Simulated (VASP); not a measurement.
# NbC4: single point with PBE

Crystal: NbC4.

```
Nb C
1.0
     3.60528    0.00000    0.00000
     0.00000    3.60528    0.00000
     0.00000    0.00000    3.60528
Nb C
1 4
Direct
  0.00000 0.00000 0.00000
  0.34899 0.65101 0.65101
  0.65101 0.34899 0.65101
  0.65101 0.65101 0.34899
  0.34899 0.34899 0.34899
```

```
Program             : VASP 6.6.1
Task                : single point
Functional          : PBE
Potentials or basis : VASP PAW PBE potentials, release 64 (Nb_sv, C_h)
Cutoff              : 910 eV
k mesh              : 10 × 10 × 10
Occupations         : gaussian, width 0.1 eV
Spin                : no spin polarisation
```

```
Pressure      : -0.3 GPa
Largest force : 0.030 eV/Å
```

Forces in eV/Å, atoms in the order of the input:
```
Nb   0.000  0.000  0.000
C   -0.017  0.017  0.017
C    0.017 -0.017  0.017
C    0.017  0.017 -0.017
C   -0.017 -0.017 -0.017
```

Levels at points of the mesh, in eV from the Fermi level:
| k point | band 12 | band 13 | band 14 | band 15 | band 16 | band 17 | band 18 | band 19 |
| --- | --- | --- | --- | --- | --- | --- | --- | --- |
| (0.00, 0.00, 0.00) | -2.99 | -2.99 | -2.99 | 1.35 | 1.35 | 2.92 | 2.92 | 2.92 |
| (0.50, 0.00, 0.00) | -3.50 | -2.78 | -2.51 | -1.52 | 0.78 | 1.75 | 1.75 | 1.77 |
| (0.50, 0.50, 0.00) | -4.58 | -1.11 | 0.35 | 0.73 | 1.31 | 2.26 | 2.26 | 4.30 |
| (0.50, 0.50, 0.50) | -3.33 | 0.30 | 0.30 | 1.23 | 1.23 | 1.23 | 1.88 | 1.88 |

It took 100 s on 1 thread of Intel(R) Xeon(R) Platinum 8259CL CPU @ 2.50GHz (Skylake/Cascade Lake), with other jobs on the host, peak memory 0.28 GiB.

Caveat: the cutoff is under 1.25 times the usual one of these potentials, so pressure, stress and relaxed cells hold a basis-set (Pulay) error.
